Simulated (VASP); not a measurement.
## Li6Ru: density of states with PBE

The system is Li6Ru.

```
Li Ru
1.0
     0.00000    3.88152    3.88152
     3.88152    0.00000    3.88152
     3.88152    3.88152    0.00000
Li Ru
6 1
Cartesian
  1.9408 1.9408 3.8815
  1.9408 3.8815 1.9408
  1.9408 1.9408 0.0000
  1.9408 0.0000 1.9408
  3.8815 1.9408 1.9408
  0.0000 1.9408 1.9408
  0.0000 0.0000 0.0000
```

```
Program                 : VASP 6.6.1
Task                    : density of states
Functional              : PBE
Potentials or basis     : VASP PAW PBE potentials, release 64 (Li_sv, Ru_pv)
Cutoff                  : 520 eV
k mesh                  : 8 × 8 × 8
Occupations             : gaussian, width 0.1 eV
Spin                    : no spin polarisation
Dipole correction       : no
k mesh for the DOS      : 12 × 12 × 12
Occupations for the DOS : tetrahedron
Further INCAR settings  : ALGO = Normal; EDIFF = 1e-06; NBANDS = 25
```

```yaml
Valence_electrons_inside_the_program's_atomic_spheres: Li 2.10; Ru 12.59
```

Levels at points of the mesh, in eV from the Fermi level:
| k point | band 14 | band 15 | band 16 | band 17 | band 18 | band 19 |
| --- | --- | --- | --- | --- | --- | --- |
| (0.00, 0.00, 0.00) | -0.36 | -0.36 | 0.02 | 1.12 | 1.12 | 1.12 |
| (0.50, 0.00, 0.00) | -0.71 | -0.58 | -0.58 | 1.11 | 1.53 | 1.53 |
| (0.50, 0.50, 0.00) | -0.66 | -0.66 | -0.47 | 0.66 | 0.66 | 1.57 |

Wall time 120 s on 1 thread of Intel(R) Xeon(R) 6975P-C (Granite Rapids) (shared host), peak memory 0.35 GiB.
